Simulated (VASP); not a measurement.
# FeRe6Pb2 in VASP: notebook

FeRe6Pb2 is run at these levels: PBE; tasks: single point.

Everything below comes from runs of VASP 6.6.1. Logs are shortened: lines on timing, memory, paths and dates and some standing lists are left out, and cuts for length are marked.

### Step 1. The cell of the first run

The typed cell holds 9 atoms: a = 7.112 Å, b = 7.112 Å, c = 3.659 Å, α = 90.00°, β = 90.00°, γ = 120.00°.

### Step 2. Single point, PBE

File INCAR:

```
PREC     = Accurate       # precision mode
ENCUT    = 520            # plane-wave cutoff, eV
EDIFF    = 1E-6           # SCF threshold, eV
ISMEAR   = -1             # smearing method
SIGMA    = 0.1            # smearing width, eV
LREAL    = F              # projectors in reciprocal space
LASPH    = T              # aspherical terms in the spheres
NELM     = 60             # most SCF steps
ALGO     = Normal         # electronic algorithm
ISIF     = 2              # what is computed and relaxed
LWAVE    = F              # write WAVECAR
LCHARG   = F              # write CHGCAR
GGA      = PE             # functional
NBANDS   = 49             # bands
```

File KPOINTS:

```
Automatic mesh
0
Gamma
  3 3 5
```

File POSCAR:

```
FeRe6Pb2
1.0
    7.1122460000      0.0000000000      0.0000000000
   -3.5561230000      6.1593900000      0.0000000000
    0.0000000000      0.0000000000      3.6588450000
Pb Re Fe
2 6 1
Direct
    0.3333000000      0.6667000000      0.0000000000
    0.6667000000      0.3333000000      0.0000000000
    0.2420000000      0.0000000000      0.0000000000
    0.7580000000      0.7580000000      0.0000000000
    0.0000000000      0.2420000000      0.0000000000
    0.5970000000      0.0000000000      0.5000000000
    0.4030000000      0.4030000000      0.5000000000
    0.0000000000      0.5970000000      0.5000000000
    0.0000000000      0.0000000000      0.5000000000
```

Potentials or basis: VASP PAW PBE potentials, release 64 (Pb_d, Re, Fe).

Run with:

```sh
cat potpaw_PBE.64/Pb_d/POTCAR potpaw_PBE.64/Re/POTCAR potpaw_PBE.64/Fe/POTCAR > POTCAR
mpirun -np 1 vasp_std > vasp.out
```

OUTCAR:

```text
PREC = Accurate
   ENCUT = 520
   EDIFF = 1E-6
   ISMEAR = -1
   LREAL = F
   LASPH = T
   NELM = 60
   ISIF = 2
   GGA = PE

 ion  position               nearest neighbor table
   1  0.333  0.667  0.000-   3 2.75   5 2.75   4 2.75   8 2.83   8 2.83   6 2.84   6 2.84   7 2.84
                             7 2.84   2 4.11   2 4.11   2 4.11
   2  0.667  0.333  0.000-   5 2.75   3 2.75   4 2.75   6 2.83   6 2.83   8 2.84   8 2.84   7 2.84
                             7 2.84   1 4.11   1 4.11   1 4.11
   3  0.242  0.000  0.000-   9 2.51   9 2.51   1 2.75   2 2.75   4 2.98   5 2.98   7 3.10   7 3.10
                             8 3.10   8 3.10   6 3.12   6 3.12
   4  0.758  0.758  0.000-   9 2.51   9 2.51   1 2.75   2 2.75   3 2.98   5 2.98   8 3.10   8 3.10
                             6 3.10   6 3.10   7 3.12   7 3.12
   5  0.000  0.242  0.000-   9 2.51   9 2.51   2 2.75   1 2.75   3 2.98   4 2.98   7 3.10   7 3.10
                             6 3.10   6 3.10   8 3.12   8 3.12
   6  0.597  0.000  0.500-   2 2.83   2 2.83   1 2.84   1 2.84   9 2.87   5 3.10   4 3.10   4 3.10
                             5 3.10   3 3.12   3 3.12
   7  0.403  0.403  0.500-   2 2.84   2 2.84   1 2.84   1 2.84   9 2.87   5 3.10   5 3.10   3 3.10
                             3 3.10   4 3.12   4 3.12
   8  0.000  0.597  0.500-   1 2.83   1 2.83   2 2.84   2 2.84   9 2.87   4 3.10   4 3.10   3 3.10
                             3 3.10   5 3.12   5 3.12
   9  0.000  0.000  0.500-   3 2.51   3 2.51   5 2.51   4 2.51   4 2.51   5 2.51   6 2.87   8 2.87
                             7 2.87

  LATTYP: Found a hexagonal cell.
 ALAT       =     7.1122460000
 C/A-ratio  =     0.5144429762

  Lattice vectors:

 A1 = (   7.1122460000,   0.0000000000,   0.0000000000)
 A2 = (  -3.5561230000,   6.1593900000,   0.0000000000)
 A3 = (   0.0000000000,   0.0000000000,   3.6588450000)

Analysis of symmetry for initial positions (statically):
=====================================================================
 Subroutine PRICEL returns:
 Original cell was already a primitive cell.

 Routine SETGRP: Setting up the symmetry group for a
 hexagonal supercell.

 Subroutine GETGRP returns: Found  4 space group operations
 (whereof  4 operations were pure point group operations)
 out of a pool of 24 trial point group operations.

The static configuration has the point symmetry C_2v.

Analysis of symmetry for dynamics (positions and initial velocities):
=====================================================================
 Subroutine PRICEL returns:
 Original cell was already a primitive cell.

 Routine SETGRP: Setting up the symmetry group for a
 hexagonal supercell.

 Subroutine GETGRP returns: Found  4 space group operations
 (whereof  4 operations were pure point group operations)
 out of a pool of 24 trial point group operations.

The dynamic configuration has the point symmetry C_2v.

 Subroutine INISYM returns: Found  4 space group operations
 (whereof  4 operations are pure point group operations),
 and found     1 'primitive' translations

----------------------------------------------------------------------------------------

                                     Primitive cell

  volume of cell :     160.2834

  direct lattice vectors                    reciprocal lattice vectors
     7.112246000  0.000000000  0.000000000     0.140602561  0.081176870  0.000000000
    -3.556123000  6.159390000  0.000000000     0.000000000  0.162353740  0.000000000
     0.000000000  0.000000000  3.658845000     0.000000000  0.000000000  0.273310293

  length of vectors
     7.112246000  7.112249712  3.658845000     0.162353824  0.162353740  0.273310293

  position of ions in fractional coordinates (direct lattice)
     0.333300000  0.666700000  0.000000000
     0.666700000  0.333300000  0.000000000
     0.242000000  0.000000000  0.000000000
     0.758000000  0.758000000  0.000000000
     0.000000000  0.242000000  0.000000000
     0.597000000  0.000000000  0.500000000
     0.403000000  0.403000000  0.500000000
     0.000000000  0.597000000  0.500000000
     0.000000000  0.000000000  0.500000000

  ion indices of the primitive-cell ions
   primitive index   ion index
                 1           1
                 2           2
                 3           3
                 4           4
                 5           5
                 6           6
                 7           7
                 8           8
                 9           9

----------------------------------------------------------------------------------------

 KPOINTS: Automatic mesh

Automatic generation of k-mesh.
 Grid dimensions read from file:
 generate k-points for:    3    3    5

 Generating k-lattice:

  Cartesian coordinates                     Fractional coordinates (reciprocal lattice)
     0.046867520  0.027058957  0.000000000     0.333333333  0.000000000  0.000000000
     0.000000000  0.054117913  0.000000000     0.000000000  0.333333333  0.000000000
     0.000000000  0.000000000  0.054662059     0.000000000  0.000000000  0.200000000

  Length of vectors
     0.054117941  0.054117913  0.054662059

  Shift w.r.t. Gamma in fractional coordinates (k-lattice)
     0.000000000  0.000000000  0.000000000

 Subroutine IBZKPT returns following result:
 ===========================================

 Found     12 irreducible k-points:

 Following reciprocal coordinates:
            Coordinates               Weight
  0.000000  0.000000  0.000000      1.000000
  0.333333 -0.000000  0.000000      4.000000
 -0.333333  0.333333  0.000000      2.000000
  0.333333  0.333333  0.000000      2.000000
  0.000000  0.000000  0.200000      2.000000
  0.333333 -0.000000  0.200000      8.000000
 -0.333333  0.333333  0.200000      4.000000
  0.333333  0.333333  0.200000      4.000000
  0.000000  0.000000  0.400000      2.000000
  0.333333 -0.000000  0.400000      8.000000
 -0.333333  0.333333  0.400000      4.000000
  0.333333  0.333333  0.400000      4.000000
   k-points           NKPTS =     12   k-points in BZ     NKDIM =     12   number of bands    NBANDS=     49
   number of dos      NEDOS =    301   number of ions     NIONS =      9
   total plane-waves  NPLWV =  81648
   dimension x,y,z NGX =    54 NGY =   54 NGZ =   28
   dimension x,y,z NGXF=   108 NGYF=  108 NGZF=   56
   ions per type =               2   6   1
   NGX,Y,Z   is equivalent  to a cutoff of  12.62, 12.62, 12.72 a.u.
   NGXF,Y,Z  is equivalent  to a cutoff of  25.24, 25.24, 25.44 a.u.
 SYSTEM =  unknown system
   PREC   = accura    normal or accurate (medium, high low for compatibility)
   ISTART =      0    job   : 0-new  1-cont  2-samecut
   ICHARG =      2    charge: 1-file 2-atom 10-const
   ISPIN  =      1    spin polarized calculation?
   LNONCOLLINEAR =      F non collinear calculations
   LSORBIT =      F    spin-orbit coupling
   LASPH  =      T    aspherical Exc in radial PAW
   ENCUT  =  520.0 eV  38.22 Ry    6.18 a.u.  13.22 13.22  6.80*2*pi/ulx,y,z
   NELM   =     60;   NELMIN=  2; NELMDL= -5     # of ELM steps
   EDIFF  = 0.1E-05   stopping-criterion for ELM
   LREAL  =      F    real-space projection
[... 7 lines left out ...]
   TEBEG  =    0.0;   TEEND  =   0.0 temperature during run
   PSTRESS=    0.0 pullay stress
   NELECT =      78.0000    total number of electrons
   NUPDOWN=      -1.0000    fix difference up-down
   EMIN   =  10.00;   EMAX   =-10.00  energy-range for DOS
   EFERMI =   0.00;   METHOD = LEGACY
   ISMEAR =    -1;   SIGMA  =   0.10  broadening in eV -4-tet -1-fermi 0-gaus
   EFERMI_NEDOS =   21; number of points for ismear=-14 and -15
   IALGO  =     38    algorithm
   IMIX   =      4    mixing-type and parameters
     AMIX     =   0.40;   BMIX     =  1.00
     AMIX_MAG =   1.60;   BMIX_MAG =  1.00
  volume/ion in A,a.u.               =      17.81       120.18
  Fermi-wavevector in a.u.,A,eV,Ry     =   1.287687  2.433375 22.560323  1.658137
  Thomas-Fermi vector in A             =   2.419686
   LORBIT       =      0    0 simple, 1 ext, 2 COOP (PROOUT), +10 PAW based schemes
   GGA     = PE    functional components
   LHFCALC =     F    Hartree Fock is set to
   AEXX    =    0.0000 exact exchange contribution
   IVDW    =     0    specifies the selected vdW correction
   LEPSILON=     F    determine dielectric tensor
   LRPA    =     F    only Hartree local field effects (RPA)
 non-spin polarized calculation
  energy-cutoff  :      520.00
  volume of cell :      160.28
 maximum number of plane-waves:      4327
 NGX is ok and might be reduce to    54
   NGX = 27   NGY = 27   NGZ = 13

 number of electron      77.9999997 magnetization

 Free energy of the ion-electron system (eV)
  ---------------------------------------------------
  ext. energy  EPLUGINS =         0.00000000
  ---------------------------------------------------
  free energy    TOTEN  =       -78.65795467 eV

  energy without entropy =      -78.25063754  energy(sigma->0) =      -78.45429611

 E-fermi :   7.6179     XC(G=0): -12.5333

 val. band max:        7.5517960564   @ k =  -0.3333   0.3333   0.2000
 cond. band min:       7.6183112429   @ k =  -0.3333   0.3333   0.0000
 fundamental gap:      0.0665151865
 Fermi energy:         7.6179059521

 k-point     1 :       0.0000    0.0000    0.0000
  band No.  band energies     occupation
      1      -9.6112      2.00000
      2      -9.5565      2.00000
      3      -9.5565      2.00000
      4      -9.5529      2.00000
      5      -9.5047      2.00000
      6      -9.5045      2.00000
[... 41 lines left out ...]
     48       9.0944      0.00000
     49       9.1497      0.00000

 k-point     2 :       0.3333   -0.0000    0.0000
  band No.  band energies     occupation
      1      -9.6007      2.00000
      2      -9.5743      2.00000
      3      -9.5607      2.00000
      4      -9.5436      2.00000
      5      -9.5058      2.00000
      6      -9.5025      2.00000
[... 512 lines left out ...]
 k-point    12 :       0.3333    0.3333    0.4000
  band No.  band energies     occupation
      1      -9.5718      2.00000
      2      -9.5457      2.00000
      3      -9.5427      2.00000
      4      -9.5426      2.00000
      5      -9.5221      2.00000
      6      -9.5220      2.00000
[... 41 lines left out ...]
     48       9.0655      0.00000
     49       9.1881      0.00000

------------------------ aborting loop because EDIFF is reached ----------------------------------------

  FORCE on cell =-STRESS in cart. coord.  units (eV):
  Direction    XX          YY          ZZ          XY          YZ          ZX
  --------------------------------------------------------------------------------------
  -------------------------------------------------------------------------------------
  Total      -13.5789894    -13.5811332    -15.0226566     -0.0018403      0.0000000      0.0000000
  in kB     -135.7342809   -135.7557106   -150.1650405     -0.0183951      0.0000000      0.0000000
  external PRESSURE =    -140.5516774 kB  Pullay stress =       0.0000000 kB

 VOLUME and BASIS-vectors are now :
 -----------------------------------------------------------------------------
  energy-cutoff  :      520.00
  volume of cell :      160.28
      direct lattice vectors                 reciprocal lattice vectors
     7.112246000  0.000000000  0.000000000     0.140602561  0.081176870  0.000000000
    -3.556123000  6.159390000  0.000000000     0.000000000  0.162353740  0.000000000
     0.000000000  0.000000000  3.658845000     0.000000000  0.000000000  0.273310293

 POSITION                                       TOTAL-FORCE (eV/Angst)
 -----------------------------------------------------------------------------------
     -0.00036      4.10647      0.00000         0.005933     -0.003627      0.000000
      3.55648      2.05292      0.00000        -0.006108      0.003324      0.000000
      1.72116      0.00000      0.00000        -2.792313      0.002771      0.000000
      2.69554      4.66882      0.00000         1.394280      2.414966      0.000000
     -0.86058      1.49057      0.00000         1.398556     -2.416830      0.000000
      4.24601      0.00000      1.82942         2.581001     -0.001385      0.000000
      1.43312      2.48223      1.82942        -1.289633     -2.233711      0.000000
     -2.12301      3.67716      1.82942        -1.291700      2.234522      0.000000
      0.00000      0.00000      1.82942        -0.000017     -0.000029      0.000000
 -----------------------------------------------------------------------------------
    total drift:                               -0.000080     -0.000115      0.000000

  FREE ENERGIE OF THE ION-ELECTRON SYSTEM (eV)
  ---------------------------------------------------
  free  energy   TOTEN  =       -78.6579546721 eV

  energy  without entropy=      -78.2506375380  energy(sigma->0) =      -78.45429611
```

Run time: 5.1 min. Hardware: 1 thread of Intel Xeon Platinum 8375C at 2.90GHz (Ice Lake), shared host; peak memory 0.32 GiB.

Results:

* Free energy: -78.6580 eV
* Pressure: -14.1 GPa
* Largest force: 2.792 eV/Å
* Band gap on the k mesh: zero (bands 39 and 40 overlap by 0.28 eV)

Forces on the atoms (eV/Å):
```
Pb   0.006 -0.004  0.000
Pb  -0.006  0.003  0.000
Re  -2.792  0.003  0.000
Re   1.394  2.415  0.000
Re   1.399 -2.417  0.000
Re   2.581 -0.001  0.000
Re  -1.290 -2.234  0.000
Re  -1.292  2.235  0.000
Fe   0.000  0.000  0.000
```

Levels at points of the mesh, in eV from the Fermi level:
```
           k point  band 35  band 36  band 37  band 38  band 39  band 40  band 41  band 42
(0.00, 0.00, 0.00)    -0.79    -0.79    -0.37     0.01     0.01     0.21     0.21     0.31
```

Caveat: the cell stands under tension; spin-orbit coupling is left out, which moves the levels of the heavy elements; the run has no spin polarisation, though such a crystal can be magnetic; forces of over 1 eV/Å act on the atoms, so gaps and moduli don't describe the material at rest. Spin polarisation is off, so any magnetic state and its effect on volume and gap are missing.

(Continued in part 2 of 2.)

The gap in the log of VASP goes by the Fermi energy; the results here count the filled bands.